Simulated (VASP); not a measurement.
Set up this calculation in VASP 6.6.1, as the native input.

```yaml
Task: single point
Functional: PBE
Potentials_or_basis: VASP PAW PBE potentials, release 64 (Bi_d, Se)
Cutoff: 520 eV
k_mesh: 8 × 8 × 8
Occupations: fermi-dirac, width 0.02 eV
Spin: no spin polarisation
Dipole_correction: no
Further_INCAR_settings: ALGO = Normal; EDIFF = 1e-07; NBANDS = 32
```

The structure of Bi2Se3 lies in POSCAR:

```
Bi2Se3
1.0
    2.0711835690      1.1957983911      9.8518593788
   -2.0711835690      1.1957983911      9.8518593788
    0.0000000000     -2.3915967823      9.8518593788
Bi Se
2 3
Direct
    0.3989150331      0.3989150331      0.3989150331
    0.6010849669      0.6010849669      0.6010849669
    0.2149816841      0.2149816841      0.2149816841
    0.7850183159      0.7850183159      0.7850183159
    0.0000000000      0.0000000000      0.0000000000
```

This cell differs from its parent crystal: uniaxial z strain +1.0%.

One way to write it, as run:

INCAR

```
SYSTEM = Bi2Se3
ALGO = Normal
EDIFF = 1E-7
ENCUT = 520
GGA = PE
ISIF = 2
ISMEAR = -1
LASPH = .True.
LCHARG = .True.
LELF = .True.
LREAL = .False.
LVHAR = .True.
LWAVE = .False.
NBANDS = 32
NELM = 60
PREC = Accurate
SIGMA = 0.02
```

KPOINTS

```
k-points
0
Gamma
  8 8 8
  0 0 0
```

Potentials or basis: VASP PAW PBE potentials, release 64 (Bi_d, Se).

The run is started by

```bash
$ cat potpaw_PBE.64/Bi_d/POTCAR potpaw_PBE.64/Se/POTCAR > POTCAR
$ mpirun -np 1 vasp_std > vasp.out
```

It gave:

```json
{
  "Pressure": "1.9 GPa",
  "Largest force": "0.171 eV/Å",
  "Band gap on the k mesh": "0.40 eV"
}
```

Caveat: the cell differs from its parent crystal (uniaxial z strain +1.0%); spin-orbit coupling is left out, which moves the levels of the heavy elements.

Wall time 28 min on 1 thread of Intel(R) Xeon(R) Platinum 8488C (Sapphire Rapids), on a shared host, peak memory 1 GiB.
